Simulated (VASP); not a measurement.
Write the native input for VASP 6.6.1 that does the following.

* Task: single point
* Functional: PBE
* Potentials or basis: VASP PAW PBE potentials, release 64 (Tc_pv)
* Cutoff: 520 eV
* k mesh: 9 × 9 × 3
* Occupations: fermi-dirac, width 0.05 eV
* Spin: no spin polarisation
* Dipole correction: no
* Further INCAR settings: ALGO = Normal; EDIFF = 1e-06; NBANDS = 34

The structure of Tc lies in POSCAR:

```
Tc
1.0
    2.7393552909      0.0000000000      0.0000000000
   -1.3696776454      2.3723512719      0.0000000000
    0.0000000000      0.0000000000      8.6819875956
Tc
4
Direct
    0.6666666667      0.3333333333      0.7500000000
    0.0000000000      0.0000000000      0.5000000000
    0.3333333333      0.6666666667      0.2500000000
    0.0000000000      0.0000000000      0.0000000000
```

The input as run:

INCAR

```
  PREC = Accurate
  ENCUT = 520
  EDIFF = 1E-6
  ISMEAR = -1
  SIGMA = 0.05
  LREAL = F
  LASPH = T
  NELM = 100
  ALGO = Normal
  ISIF = 2
  LWAVE = F
  LCHARG = F
  GGA = PE
  NBANDS = 34
```

KPOINTS

```
regular mesh
0
Gamma
  9 9 3
```

Potentials or basis: VASP PAW PBE potentials, release 64 (Tc_pv).

Command:

```bash
$ cat potpaw_PBE.64/Tc_pv/POTCAR > POTCAR
$ mpirun -np 1 vasp_std > vasp.out
```

Results of the run:

The pressure is 6.8 GPa and the band gap on the k mesh is zero (bands 26 and 27 overlap by 2.84 eV).

Caveat: the cell stands under pressure.

Run time: 42 s on 1 thread of Intel(R) Xeon(R) Platinum 8488C (Sapphire Rapids), on a shared host, peak memory 0.18 GiB.
